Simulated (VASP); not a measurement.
Write the native input for VASP 6.6.1 that does the following.

```
Task                   : relaxation of cell and atoms
Functional             : PBE
Potentials or basis    : VASP PAW PBE potentials, release 64 (Zn, Se, S)
Cutoff                 : 600 eV
k mesh                 : 2 × 2 × 2
Occupations            : gaussian, width 0.1 eV
Spin                   : no spin polarisation
Dipole correction      : no
Further INCAR settings : ALGO = Normal; EDIFF = 1e-07; IBRION = 2; EDIFFG = -0.025; NSW = 80; ISIF = 3
```

The structure of Zn3Se2S lies in POSCAR:

```
Zn3Se2S
1.0
   -0.0176982242      0.0251425677     -6.4826723930
   -0.1342773511      6.9710779543     -0.0265392556
    6.0719966295     -3.6019103458      0.0294598265
Zn Se S
6 4 2
Direct
    0.4952586623      0.5145688317      0.6595623629
    0.4725698178      0.1743084306      0.0183760875
    0.5244493241      0.8350830244      0.3056695059
    0.0223143804      0.1405762289      0.6613770604
    1.0401877919      0.8318725352     -0.0022221557
    0.0056355959      0.5078490831      0.3068923216
    0.0887588231      0.5667515009      0.7052453727
    0.1011758855      0.8222992087      0.3045629223
    0.6011910695      0.1782281282      0.6872541866
    0.6225657700      0.5202471556      0.3464822296
    0.0918385016      0.1060809767      0.0113809806
    0.6240543779      0.8021348960     -0.0045808745
```

One way to write it, as run:

INCAR

```
PREC = Accurate ; ENCUT = 600
EDIFF = 1E-7 ; ISMEAR = 0
SIGMA = 0.1 ; LREAL = False
LASPH = True ; NELM = 60
ALGO = Normal ; ISIF = 3
LWAVE = False ; LCHARG = False
GGA = PE ; IBRION = 2
NSW = 80 ; EDIFFG = -0.025
```

KPOINTS

```
regular mesh
0
Gamma
  2 2 2
```

Potentials or basis: VASP PAW PBE potentials, release 64 (Zn, Se, S).

The run is started by

```sh
$ cat potpaw_PBE.64/Zn/POTCAR potpaw_PBE.64/Se/POTCAR potpaw_PBE.64/S/POTCAR > POTCAR
$ mpirun -np 1 vasp_std > vasp.out
```

Results of the run:

```yaml
Relaxed_volume: 22.44 Å³/atom
Relaxed_cell: a = 6.529 Å, b = 6.902 Å, c = 6.902 Å, α = 120.04°, β = 89.97°, γ = 90.03°
Space_group_after_relaxing_to_0.05_Å: Cmc2_1 (No. 36)
Energy_gained_by_relaxing: 416.8 meV/atom
Ionic_steps: 19
Pressure_after_relaxing: -0.1 GPa
Largest_force_after_relaxing: 0.020 eV/Å
Band_gap_on_the_k_mesh: 1.46 eV, direct
```

Caveat: the k points lie up to 0.53 Å⁻¹ apart in the final cell.

Wall time 31 min on 1 thread of Intel(R) Xeon(R) 6975P-C (Granite Rapids) (shared host), peak memory 0.54 GiB.
